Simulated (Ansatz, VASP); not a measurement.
Pb: VASP beside Ansatz

```
CELL_PARAMETERS angstrom
3.46836 0.00000 0.00000
-1.73418 3.00369 0.00000
0.00000 0.00000 5.57130
ATOMIC_POSITIONS crystal
Pb 0.33333 0.66667 0.25000
Pb 0.66667 0.33333 0.75000
```

Change from the starting cell: volume scaled by 0.99, crystal datasets.

Alike in both runs: task electric field gradients; functional PBEsol; k mesh 12 × 12 × 7; occupations fermi-dirac, width 0.05 eV; no spin polarisation.

|  | VASP | Ansatz |
| --- | --- | --- |
| version | VASP 6.6.1 | Ansatz 0.2.0 |
| potentials or method | VASP PAW PBE potentials, release 64 (Pb_d), cutoff 520 eV | all-electron PAW with datasets made for the crystal, scalar-relativistic |

```csv
,VASP,Ansatz,Ansatz less VASP
pressure (GPa),1.3,1.4,+0.08
size of Vzz on the site where it differs most (V/Å²),6.8,5.1,-1.70
```

VASP's potentials were made for PBE, not for PBEsol. Ansatz ran all-electron here, and VASP with PAW potentials.

Neither program's run includes spin-orbit coupling.
